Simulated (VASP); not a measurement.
# AgCl (F-43m) in VASP: notebook, part 2 of 2

VASP 6.6.1. Earlier steps stand in the parts before.

**3. Relaxation of cell and atoms, LDA**

The input, INCAR:

```
PREC = Accurate
ENCUT = 600
EDIFF = 1E-6
ISMEAR = -1
SIGMA = 0.02
LREAL = False
LASPH = True
NELM = 80
ALGO = Normal
ISIF = 3
LWAVE = False
LCHARG = False
GGA = CA
IBRION = 2
NSW = 80
EDIFFG = -0.005
```

The input, KPOINTS:

```
Automatic mesh
0
Gamma
  6 6 6
```

The input, POSCAR:

```
AgCl
1.0
    0.0000000000      3.0293613601      3.0293613601
    3.0293613601      0.0000000000      3.0293613601
    3.0293613601      3.0293613601      0.0000000000
Ag Cl
1 1
Direct
    0.0000000000      0.0000000000      0.0000000000
    0.2500000000      0.2500000000      0.2500000000
```

Potentials or basis: VASP PAW LDA potentials, release 64 (Ag, Cl).

Launch:

```sh
$ cat potpaw_LDA.64/Ag/POTCAR potpaw_LDA.64/Cl/POTCAR > POTCAR
$ mpirun -np 1 vasp_std > vasp.out
```

OUTCAR:

```text
PREC = Accurate
   ENCUT = 600
   EDIFF = 1E-6
   ISMEAR = -1
   LREAL = False
   LASPH = True
   NELM = 80
   ISIF = 3
   GGA = CA
   IBRION = 2
   NSW = 80
   EDIFFG = -0.005

 ion  position               nearest neighbor table
   1  0.000  0.000  0.000-   2 2.62   2 2.62   2 2.62   2 2.62
   2  0.250  0.250  0.250-   1 2.62   1 2.62   1 2.62   1 2.62

  LATTYP: Found a face centered cubic cell.
 ALAT       =     6.0587227202

  Lattice vectors:

 A1 = (   0.0000000000,   3.0293613601,   3.0293613601)
 A2 = (   3.0293613601,   0.0000000000,   3.0293613601)
 A3 = (   3.0293613601,   3.0293613601,   0.0000000000)

Analysis of symmetry for initial positions (statically):
=====================================================================
 Subroutine PRICEL returns:
 Original cell was already a primitive cell.

 Routine SETGRP: Setting up the symmetry group for a
[... 169 lines left out ...]
  in kB      -48.7488182    -48.7488182    -48.7488182      0.0000000      0.0000000      0.0000000
  external PRESSURE =     -48.7488182 kB  Pullay stress =       0.0000000 kB
[... 167 lines left out ...]
--------------------------------------- Ionic step        6  -------------------------------------------

 number of electron      18.0000002 magnetization

 Free energy of the ion-electron system (eV)
  ---------------------------------------------------
  ext. energy  EPLUGINS =         0.00000000
  ---------------------------------------------------
  free energy    TOTEN  =        -6.70646971 eV

  energy without entropy =       -6.70646971  energy(sigma->0) =       -6.70646971

 E-fermi :   3.0934     XC(G=0):  -9.5974

 val. band max:        2.6586285632   @ k =   0.0000   0.0000   0.0000
 cond. band min:       3.5040639542   @ k =   0.0000   0.0000   0.0000
 fundamental gap:      0.8454353911
 Fermi energy:         3.0934462095

 k-point     1 :       0.0000    0.0000    0.0000
  band No.  band energies     occupation
      1     -12.7440      2.00000
      2      -2.1868      2.00000
      3      -2.1868      2.00000
      4      -2.1868      2.00000
      5       0.0537      2.00000
      6       0.0537      2.00000
      7       2.6586      2.00000
      8       2.6586      2.00000
      9       2.6586      2.00000
     10       3.5041      0.00000
     11      10.4448      0.00000
     12      10.4448      0.00000
     13      10.4448      0.00000
[... 267 lines left out ...]
  FREE ENERGIE OF THE ION-ELECTRON SYSTEM (eV)
  ---------------------------------------------------
  free  energy   TOTEN  =        -6.7064697068 eV

  energy  without entropy=       -6.7064697068  energy(sigma->0) =       -6.70646971

 reached required accuracy - stopping structural energy minimisation
```

OSZICAR:

```text
N       E                     dE             d eps       ncg     rms          rms(c)
DAV:   1     0.109830782721E+03    0.10983E+03   -0.91113E+03   416   0.135E+03
DAV:   2    -0.100929763396E+01   -0.11084E+03   -0.10469E+03   486   0.258E+02
DAV:   3    -0.669232636066E+01   -0.56830E+01   -0.56647E+01   501   0.623E+01
DAV:   4    -0.674752268326E+01   -0.55196E-01   -0.55186E-01   471   0.678E+00
[... 42 lines left out ...]
       N       E                     dE             d eps       ncg     rms          rms(c)
DAV:   1    -0.670661561672E+01   -0.15157E-03   -0.24353E-03   416   0.555E-01    0.799E-02
DAV:   2    -0.670647731672E+01    0.13830E-03   -0.41324E-04   416   0.257E-01    0.281E-02
DAV:   3    -0.670647054661E+01    0.67701E-05   -0.19885E-05   416   0.349E-02    0.192E-02
DAV:   4    -0.670646970683E+01    0.83978E-06   -0.10364E-06   288   0.982E-03
   6 F= -.67064697E+01 E0= -.67064697E+01  d E =-.736733E-05
```

CONTCAR:

```text
AgCl
   1.00000000000000
     0.0000000000000000    2.8881157018134886    2.8881157018134886
     2.8881157018134886    0.0000000000000000    2.8881157018134886
     2.8881157018134886    2.8881157018134886    0.0000000000000000
  Ag              Cl
     1     1
Direct
     0.0000000000000000    0.0000000000000000    0.0000000000000000
     0.2500000000000000    0.2500000000000000    0.2500000000000000

  0.00000000E+00  0.00000000E+00  0.00000000E+00
  0.00000000E+00  0.00000000E+00  0.00000000E+00
```

Wall time 55 s (1 thread of Intel Xeon 8259CL, shared host); peak memory 0.19 GiB.

What came out:

```
Free energy                           : -6.7065 eV
Relaxed volume                        : 24.09 Å³/atom
Relaxed cell                          : a = 4.084 Å, b = 4.084 Å, c = 4.084 Å, α = 60.00°, β = 60.00°, γ = 60.00°
Space group after relaxing (to 0.1 Å) : F-43m (No. 216)
Energy gained by relaxing             : 65.4 meV/atom
Ionic steps                           : 6
Pressure after relaxing               : 0.0 GPa
Band gap on the k mesh                : 0.85 eV
```

The path:
| step | energy change (eV) | largest force (eV/Å) | pressure (GPa) | volume (Å³) |
| --- | --- | --- | --- | --- |
| 1 | 0.0000 | 0.0000 | -4.87 | 55.60 |
| 2 | -0.1284 | 0.0000 | -0.82 | 49.07 |
| 3 | -0.1308 | 0.0000 | -0.11 | 48.27 |
| 4 | -0.1308 | 0.0000 | 0.08 | 48.13 |
| 5 | -0.1308 | 0.0000 | -0.07 | 48.22 |
| 6 | -0.1308 | 0.0000 | -0.02 | 48.18 |

Final structure:
```yaml
crystal:
  lattice:
    - [0.00000, 2.88812, 2.88812]
    - [2.88812, 0.00000, 2.88812]
    - [2.88812, 2.88812, 0.00000]
  atoms:
    - { symbol: Ag, position: [0.00000, 0.00000, 0.00000] }
    - { symbol: Cl, position: [0.25000, 0.25000, 0.25000] }
```

Levels at points of the mesh, in eV from the valence-band top:
| k point | band 6 | band 7 | band 8 | band 9 | band 10 | band 11 | band 12 | band 13 |
| --- | --- | --- | --- | --- | --- | --- | --- | --- |
| (0.00, 0.00, 0.00) | -2.60 | 0.00 | 0.00 | 0.00 | 0.85 | 7.79 | 7.79 | 7.79 |
| (0.50, 0.00, 0.00) | -2.52 | -2.39 | -0.72 | -0.72 | 3.49 | 6.58 | 8.20 | 8.20 |
| (0.50, 0.50, 0.00) | -2.40 | -2.12 | -1.68 | -1.68 | 4.33 | 5.49 | 8.46 | 10.87 |

**4. Relaxation of cell and atoms, r2SCAN**

POSCAR is that of step 3.

The input, INCAR.step1:

```
PREC = Accurate ; ENCUT = 600
ISMEAR = -1 ; SIGMA = 0.02
LREAL = False ; LASPH = True
NELM = 80 ; GGA = PE
ALGO = Normal ; EDIFF = 1E-4
LWAVE = True ; LCHARG = False
```

The input, INCAR.step2:

```
PREC = Accurate ; ENCUT = 600
EDIFF = 1E-7 ; ISMEAR = -1
SIGMA = 0.02 ; LREAL = False
LASPH = True ; NELM = 80
ALGO = Normal ; ISIF = 3
LWAVE = False ; LCHARG = False
METAGGA = R2SCAN ; LMIXTAU = True
IBRION = 2 ; NSW = 80
EDIFFG = -0.005 ; ISTART = 1
```

The input, KPOINTS:

```
regular mesh
0
Gamma
  6 6 6
```

Potentials or basis: VASP PAW PBE potentials, release 64 (Ag, Cl).

Launch:

```sh
$ cat potpaw_PBE.64/Ag/POTCAR potpaw_PBE.64/Cl/POTCAR > POTCAR
$ cp INCAR.step1 INCAR
$ mpirun -np 1 vasp_std > vasp.out
$ cp INCAR.step2 INCAR
$ mpirun -np 1 vasp_std > vasp.out
```

Run time: 4.6 min. Hardware: 1 thread of Intel Xeon 8259CL, shared host; peak memory 0.23 GiB.

Results (log left out):

```
Free energy                           : -28.5447 eV
Relaxed volume                        : 26.80 Å³/atom
Relaxed cell                          : a = 4.232 Å, b = 4.232 Å, c = 4.232 Å, α = 60.00°, β = 60.00°, γ = 60.00°
Space group after relaxing (to 0.1 Å) : F-43m (No. 216)
Energy gained by relaxing             : 4.0 meV/atom
Ionic steps                           : 3
Pressure after relaxing               : 0.0 GPa
Band gap on the k mesh                : 1.60 eV
```

The path:
```tsv
step	energy change (eV)	largest force (eV/Å)	pressure (GPa)	volume (Å³)
1	0.0000	0.0000	-1.20	55.60
2	-0.0076	0.0000	-0.23	53.94
3	-0.0079	0.0000	-0.01	53.60
```

Final structure:
```
CELL_PARAMETERS angstrom
0.00000 2.99256 2.99256
2.99256 0.00000 2.99256
2.99256 2.99256 0.00000
ATOMIC_POSITIONS crystal
Ag 0.00000 0.00000 0.00000
Cl 0.25000 0.25000 0.25000
```

Levels at points of the mesh, in eV from the valence-band top:
| k point | band 7 | band 8 | band 9 | band 10 | band 11 | band 12 |
| --- | --- | --- | --- | --- | --- | --- |
| (0.00, 0.00, 0.00) | 0.00 | 0.00 | 0.00 | 1.60 | 8.67 | 8.67 |
| (0.50, 0.00, 0.00) | -1.98 | -0.58 | -0.58 | 4.21 | 6.99 | 8.95 |
| (0.50, 0.50, 0.00) | -1.71 | -1.37 | -1.37 | 5.08 | 5.96 | 8.95 |

Caveat: the PAW data sets were made with another functional, which shifts forces and pressure a little.

**5. The runs side by side**

| level | potentials or basis | gap on the mesh (eV) | pressure (GPa) | relaxed volume (Å³/atom) |
| --- | --- | --- | --- | --- |
| PBEsol | VASP PAW PBE potentials, release 64 (Ag, Cl) | 1.03 | 0.0 | 25.45 |
| LDA | VASP PAW LDA potentials, release 64 (Ag, Cl) | 0.85 | 0.0 | 24.09 |
| r2SCAN | VASP PAW PBE potentials, release 64 (Ag, Cl) | 1.60 | 0.0 | 26.80 |

Alike in all rows: task relaxation of cell and atoms; no spin polarisation; cell relaxed; k mesh 6 × 6 × 6; cutoff (eV) 600; smearing fermi-dirac 0.02 eV.

Caveats: the PAW data sets were made with another functional, which shifts forces and pressure a little (at least some runs).

Absolute energies hang on the potentials; compare differences alone.
